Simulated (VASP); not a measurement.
# SiC (P6_3mc) in VASP: notebook

The runs below take SiC through single point, with PBE.

Program: VASP 6.6.1. These are calculated values, not measurements. Logs are shortened: lines on timing, memory, paths and dates and some standing lists are left out, and cuts for length are marked.

### Step 1. The cell of the first run

Symmetry: P6_3mc, No. 186, hexagonal system. Conventional cell: a = 3.094 Å, b = 3.094 Å, c = 9.589 Å, α = 90.00°, β = 90.00°, γ = 120.00°. Si (site symmetry 3m) has 4 C at 1.80 to 1.88 Å within 2.4 Å. Within 2.4 Å of Si (site symmetry 3m) lie 4 C at 1.80 to 1.88 Å. C (site symmetry 3m) has 4 Si at 1.80 to 1.88 Å within 2.4 Å. Within 2.4 Å of C (site symmetry 3m) lie 4 Si at 1.80 to 1.88 Å.

### Step 2. Single point, PBE

INCAR reads:

```
SYSTEM = SiC
  ALGO = Normal
  EDIFF = 1E-7
  ENCUT = 520
  GGA = PE
  ISIF = 2
  ISMEAR = 0
  LASPH = .TRUE.
  LCHARG = .TRUE.
  LELF = .TRUE.
  LREAL = .FALSE.
  LVHAR = .TRUE.
  LWAVE = .FALSE.
  NBANDS = 26
  NELM = 80
  PREC = Accurate
  SIGMA = 0.05
```

KPOINTS reads:

```
k-points
0
G
  12 12 4
  0 0 0
```

POSCAR reads:

```
SiC
1.0
    3.0940652517      0.0000000000      0.0000000000
   -1.5470326258      2.6795391090      0.0000000000
    0.0000000000      0.0000000000      9.5889000000
Si C
4 4
Direct
    0.6666666667      0.3333333333      0.9378436843
    0.3333333333      0.6666666667      0.4378436843
    0.0000000000      0.0000000000      0.6878989045
    0.0000000000      0.0000000000      0.1878989045
    0.6666666667      0.3333333333      0.7498087506
    0.3333333333      0.6666666667      0.2498087506
    0.0000000000      0.0000000000      0.5004476606
    0.0000000000      0.0000000000      0.0004476606
```

Potentials or basis: VASP PAW PBE potentials, release 64 (Si, C).

On the command line:

```bash
> cat potpaw_PBE.64/Si/POTCAR potpaw_PBE.64/C/POTCAR > POTCAR
> mpirun -np 1 vasp_std > vasp.out
```

OUTCAR:

```text
SYSTEM = SiC
   EDIFF = 1E-7
   ENCUT = 520
   GGA = PE
   ISIF = 2
   ISMEAR = 0
   LASPH = .TRUE.
   LREAL = .FALSE.
   NELM = 80
   PREC = Accurate

 ion  position               nearest neighbor table
   1  0.667  0.333  0.938-   5 1.80   8 1.88   8 1.88   8 1.88   3 2.99   3 2.99   3 2.99   4 2.99
                             4 2.99   4 2.99
   2  0.333  0.667  0.438-   6 1.80   7 1.88   7 1.88   7 1.88   4 2.99   4 2.99   4 2.99   3 2.99
                             3 2.99   3 2.99
   3  0.000  0.000  0.688-   7 1.80   5 1.88   5 1.88   5 1.88   1 2.99   1 2.99   1 2.99   2 2.99
                             2 2.99   2 2.99
   4  0.000  0.000  0.188-   8 1.80   6 1.88   6 1.88   6 1.88   2 2.99   2 2.99   2 2.99   1 2.99
                             1 2.99   1 2.99
   5  0.667  0.333  0.750-   1 1.80   3 1.88   3 1.88   3 1.88
   6  0.333  0.667  0.250-   2 1.80   4 1.88   4 1.88   4 1.88
   7  0.000  0.000  0.500-   3 1.80   2 1.88   2 1.88   2 1.88
   8  0.000  0.000  0.000-   4 1.80   1 1.88   1 1.88   1 1.88

  LATTYP: Found a hexagonal cell.
 ALAT       =     3.0940652517
 C/A-ratio  =     3.0991266247

  Lattice vectors:

 A1 = (   3.0940652517,   0.0000000000,   0.0000000000)
 A2 = (  -1.5470326258,   2.6795391090,   0.0000000000)
 A3 = (   0.0000000000,   0.0000000000,   9.5889000000)

Analysis of symmetry for initial positions (statically):
=====================================================================
 Subroutine PRICEL returns:
 Original cell was already a primitive cell.

 Routine SETGRP: Setting up the symmetry group for a
 hexagonal supercell.

 Subroutine GETGRP returns: Found 12 space group operations
 (whereof  6 operations were pure point group operations)
 out of a pool of 24 trial point group operations.

The static configuration has the point symmetry C_3v.
 The point group associated with its full space group is C_6v.

Analysis of symmetry for dynamics (positions and initial velocities):
=====================================================================
 Subroutine PRICEL returns:
 Original cell was already a primitive cell.

 Routine SETGRP: Setting up the symmetry group for a
 hexagonal supercell.

 Subroutine GETGRP returns: Found 12 space group operations
 (whereof  6 operations were pure point group operations)
 out of a pool of 24 trial point group operations.

The dynamic configuration has the point symmetry C_3v.
 The point group associated with its full space group is C_6v.

 Subroutine INISYM returns: Found 12 space group operations
 (whereof  6 operations are pure point group operations),
 and found     1 'primitive' translations

----------------------------------------------------------------------------------------

                                     Primitive cell

  volume of cell :      79.4984

  direct lattice vectors                    reciprocal lattice vectors
     3.094065252  0.000000000  0.000000000     0.323199389  0.186599254  0.000000000
    -1.547032626  2.679539109  0.000000000     0.000000000  0.373198509  0.000000000
     0.000000000  0.000000000  9.588900000     0.000000000  0.000000000  0.104287249

  length of vectors
     3.094065252  3.094065252  9.588900000     0.373198509  0.373198509  0.104287249

  position of ions in fractional coordinates (direct lattice)
     0.666666667  0.333333333  0.937843684
     0.333333333  0.666666667  0.437843684
     0.000000000  0.000000000  0.687898905
     0.000000000  0.000000000  0.187898905
     0.666666667  0.333333333  0.749808751
     0.333333333  0.666666667  0.249808751
     0.000000000  0.000000000  0.500447661
     0.000000000  0.000000000  0.000447661

  ion indices of the primitive-cell ions
   primitive index   ion index
                 1           1
                 2           2
                 3           3
                 4           4
                 5           5
                 6           6
                 7           7
                 8           8

----------------------------------------------------------------------------------------

 KPOINTS: k-points

Automatic generation of k-mesh.
 Grid dimensions read from file:
 generate k-points for:   12   12    4

 Generating k-lattice:

  Cartesian coordinates                     Fractional coordinates (reciprocal lattice)
     0.026933282  0.015549938  0.000000000     0.083333333  0.000000000  0.000000000
     0.000000000  0.031099876  0.000000000     0.000000000  0.083333333  0.000000000
     0.000000000  0.000000000  0.026071812     0.000000000  0.000000000  0.250000000

  Length of vectors
     0.031099876  0.031099876  0.026071812

  Shift w.r.t. Gamma in fractional coordinates (k-lattice)
     0.000000000  0.000000000  0.000000000

 Subroutine IBZKPT returns following result:
 ===========================================

 Found     57 irreducible k-points:

 Following reciprocal coordinates:
            Coordinates               Weight
  0.000000  0.000000  0.000000      1.000000
  0.083333  0.000000  0.000000      6.000000
  0.166667  0.000000  0.000000      6.000000
  0.250000  0.000000  0.000000      6.000000
  0.333333  0.000000  0.000000      6.000000
  0.416667  0.000000  0.000000      6.000000
[... 16 lines left out ...]
  0.250000  0.000000  0.250000     12.000000
  0.333333  0.000000  0.250000     12.000000
 [... further k-points ...]
   k-points           NKPTS =     57   k-points in BZ     NKDIM =     57   number of bands    NBANDS=     26
   number of dos      NEDOS =    301   number of ions     NIONS =      8
   total plane-waves  NPLWV =  41472
   dimension x,y,z NGX =    24 NGY =   24 NGZ =   72
   dimension x,y,z NGXF=    48 NGYF=   48 NGZF=  144
   ions per type =               4   4
   NGX,Y,Z   is equivalent  to a cutoff of  12.90, 12.90, 12.48 a.u.
   NGXF,Y,Z  is equivalent  to a cutoff of  25.79, 25.79, 24.97 a.u.
 SYSTEM =  SiC
   PREC   = accura    normal or accurate (medium, high low for compatibility)
   ISTART =      0    job   : 0-new  1-cont  2-samecut
   ICHARG =      2    charge: 1-file 2-atom 10-const
   ISPIN  =      1    spin polarized calculation?
   LNONCOLLINEAR =      F non collinear calculations
   LSORBIT =      F    spin-orbit coupling
   LASPH  =      T    aspherical Exc in radial PAW
   ENCUT  =  520.0 eV  38.22 Ry    6.18 a.u.   5.75  5.75 17.83*2*pi/ulx,y,z
   NELM   =     80;   NELMIN=  2; NELMDL= -5     # of ELM steps
   EDIFF  = 0.1E-06   stopping-criterion for ELM
   LREAL  =      F    real-space projection
   EDIFFG = 0.1E-05   stopping-criterion for IOM
   NSW    =      0    number of steps for IOM
   IBRION =     -1    ionic relax: 0-MD 1-quasi-New 2-CG
   NFREE  =      0    steps in history (QN), initial steepest desc. (CG)
   ISIF   =      2    stress and relaxation
   ISYM   =      2    0-nonsym 1-usesym 2-fastsym
   POTIM  = 0.5000    time-step for ionic-motion
   TEBEG  =    0.0;   TEEND  =   0.0 temperature during run
   PSTRESS=    0.0 pullay stress
   NELECT =      32.0000    total number of electrons
   NUPDOWN=      -1.0000    fix difference up-down
   EMIN   =  10.00;   EMAX   =-10.00  energy-range for DOS
   EFERMI =   0.00;   METHOD = LEGACY
   ISMEAR =     0;   SIGMA  =   0.05  broadening in eV -4-tet -1-fermi 0-gaus
   EFERMI_NEDOS =   21; number of points for ismear=-14 and -15
   IALGO  =     38    algorithm
   IMIX   =      4    mixing-type and parameters
     AMIX     =   0.40;   BMIX     =  1.00
     AMIX_MAG =   1.60;   BMIX_MAG =  1.00
  volume/ion in A,a.u.               =       9.94        67.06
  Fermi-wavevector in a.u.,A,eV,Ry     =   1.208756  2.284218 19.879356  1.461091
  Thomas-Fermi vector in A             =   2.344354
   LORBIT       =      0    0 simple, 1 ext, 2 COOP (PROOUT), +10 PAW based schemes
   GGA     = PE    functional components
   LHFCALC =     F    Hartree Fock is set to
   AEXX    =    0.0000 exact exchange contribution
   IVDW    =     0    specifies the selected vdW correction
   LEPSILON=     F    determine dielectric tensor
   LRPA    =     F    only Hartree local field effects (RPA)
 non-spin polarized calculation
 Gauss-broadening in eV      SIGMA  =   0.05
  energy-cutoff  :      520.00
  volume of cell :       79.50
 maximum number of plane-waves:      2164
 NGX is ok and might be reduce to    24
   NGX = 11   NGY = 11   NGZ = 35

 number of electron      32.0000003 magnetization

 Free energy of the ion-electron system (eV)
  ---------------------------------------------------
  ext. energy  EPLUGINS =         0.00000000
  ---------------------------------------------------
  free energy    TOTEN  =       -59.76272099 eV

  energy without entropy =      -59.76272099  energy(sigma->0) =      -59.76272099

 E-fermi :   8.9648     XC(G=0): -11.5264

 val. band max:        8.7711984577   @ k =   0.0000   0.0000   0.0000
 cond. band min:      10.7476171294   @ k =   0.5000   0.0000   0.0000
 fundamental gap:      1.9764186716
 Fermi energy:         8.9647802271

 k-point     1 :       0.0000    0.0000    0.0000
  band No.  band energies     occupation
      1      -7.1768      2.00000
      2      -5.8635      2.00000
      3      -5.7974      2.00000
      4      -3.0061      2.00000
      5      -0.0829      2.00000
      6       4.5977      2.00000
[... 18 lines left out ...]
     25      16.6215      0.00000
     26      16.6218      0.00000

 k-point     2 :       0.0833    0.0000    0.0000
  band No.  band energies     occupation
      1      -7.0576      2.00000
      2      -5.7489      2.00000
      3      -5.6821      2.00000
      4      -2.9115      2.00000
      5       0.0268      2.00000
      6       4.5948      2.00000
[... 18 lines left out ...]
     25      16.3928      0.00000
[... 608 lines left out ...]
     25      17.4367      0.00000
     26      17.5957      0.00000

 k-point    24 :       0.3333    0.0000    0.2500
  band No.  band energies     occupation
      1      -5.2632      2.00000
      2      -4.6348      2.00000
      3      -3.4606      2.00000
      4      -2.1439      2.00000
      5       1.1710      2.00000
      6       1.6633      2.00000
[... 18 lines left out ...]
     25      17.6759      0.00000
     26      18.0308      0.00000

 [... further k-points ...]

------------------------ aborting loop because EDIFF is reached ----------------------------------------

  FORCE on cell =-STRESS in cart. coord.  units (eV):
  Direction    XX          YY          ZZ          XY          YZ          ZX
  --------------------------------------------------------------------------------------
  -------------------------------------------------------------------------------------
  Total        1.0423081      1.0423081     18.4794231      0.0000000      0.0000000      0.0000000
  in kB       21.0062409     21.0062410    372.4265497      0.0000000      0.0000000      0.0000000
  external PRESSURE =     138.1463439 kB  Pullay stress =       0.0000000 kB

 VOLUME and BASIS-vectors are now :
 -----------------------------------------------------------------------------
  energy-cutoff  :      520.00
  volume of cell :       79.50
      direct lattice vectors                 reciprocal lattice vectors
     3.094065252  0.000000000  0.000000000     0.323199389  0.186599254  0.000000000
    -1.547032626  2.679539109  0.000000000     0.000000000  0.373198509  0.000000000
     0.000000000  0.000000000  9.588900000     0.000000000  0.000000000  0.104287249

 POSITION                                       TOTAL-FORCE (eV/Angst)
 -----------------------------------------------------------------------------------
      1.54703      0.89318      8.99289        -0.000000      0.000000      0.784677
     -0.00000      1.78636      4.19844         0.000000     -0.000000      0.784677
      0.00000      0.00000      6.59619         0.000000     -0.000000      0.911983
      0.00000      0.00000      1.80174        -0.000000      0.000000      0.911983
      1.54703      0.89318      7.18984        -0.000000     -0.000000     -0.873597
     -0.00000      1.78636      2.39539         0.000000      0.000000     -0.873597
      0.00000      0.00000      4.79874        -0.000000     -0.000000     -0.823063
      0.00000      0.00000      0.00429        -0.000000      0.000000     -0.823063
 -----------------------------------------------------------------------------------
    total drift:                                0.000000      0.000000      0.000024

  FREE ENERGIE OF THE ION-ELECTRON SYSTEM (eV)
  ---------------------------------------------------
  free  energy   TOTEN  =       -59.7627209856 eV

  energy  without entropy=      -59.7627209856  energy(sigma->0) =      -59.76272099
```

Run time: 64 s. Hardware: 1 thread of AMD EPYC 9R45 (Zen 5), shared host; peak memory 0.2 GiB.

What came out:

| Property | Result |
| --- | --- |
| Free energy | -59.7627 eV |
| Pressure | 13.8 GPa |
| Largest force | 0.912 eV/Å |
| Band gap on the k mesh | 1.98 eV, indirect (least direct gap 3.14 eV) |

Forces in eV/Å, atoms in the order of the input:
```
Si   0.000  0.000  0.785
Si   0.000  0.000  0.785
Si   0.000  0.000  0.912
Si   0.000  0.000  0.912
C    0.000  0.000 -0.874
C    0.000  0.000 -0.874
C    0.000  0.000 -0.823
C    0.000  0.000 -0.823
```

Stress tensor (GPa, compression positive):
```
 2.10  0.00  0.00
 0.00  2.10  0.00
 0.00  0.00 37.24
```

(Part 1 of 2 ends here.)
